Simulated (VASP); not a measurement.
Input of a VASP 6.6.1 run:

File INCAR:

```
SYSTEM = Zn2CdSe3
  ALGO = Normal
  EDIFF = 1E-6
  EDIFFG = -0.04
  ENCUT = 600
  GGA = PE
  IBRION = 2
  ISIF = 3
  ISMEAR = 0
  LASPH = .True.
  LCHARG = .False.
  LREAL = .False.
  LWAVE = .False.
  NELM = 60
  NSW = 90
  PREC = Accurate
  SIGMA = 0.1
```

Contents of KPOINTS:

```
k-points
0
Gamma
  6 6 2
  0 0 0
```

POSCAR

```
Zn2CdSe3
1.0
    4.0226602700      0.0000000000      0.0000000000
   -2.0113301300      3.4837259800      0.0000000000
    0.0000000000      0.0000000000      9.8534650700
Zn Cd Se
2 1 3
Direct
    0.0000000000      0.0000000000      0.0000000000
    0.6666666700      0.3333333300      0.3333333300
    0.3333333300      0.6666666700      0.6666666700
    0.0000000000      0.0000000000      0.2500000000
    0.6666666700      0.3333333300      0.5833333300
    0.3333333300      0.6666666700      0.9166666700
```

Potentials or basis: VASP PAW PBE potentials, release 64 (Zn, Cd, Se).

Launch:

```sh
$ cat potpaw_PBE.64/Zn/POTCAR potpaw_PBE.64/Cd/POTCAR potpaw_PBE.64/Se/POTCAR > POTCAR
$ mpirun -np 1 vasp_std > vasp.out
```

Estimate the relaxed volume.

25.59 Å³/atom.

What does it give for the relaxed cell?

a = 4.159 Å, b = 4.159 Å, c = 10.248 Å, α = 90.00°, β = 90.00°, γ = 120.00°.

Final structure:
```
Zn Cd Se
1.0
     4.15916    0.00000    0.00000
    -2.07958    3.60194    0.00000
     0.00000    0.00000   10.24828
Zn Cd Se
2 1 3
Direct
  0.00000 0.00000 0.00747
  0.66667 0.33333 0.32458
  0.33333 0.66667 0.67078
  0.00000 0.00000 0.24953
  0.66667 0.33333 0.56617
  0.33333 0.66667 0.93148
```
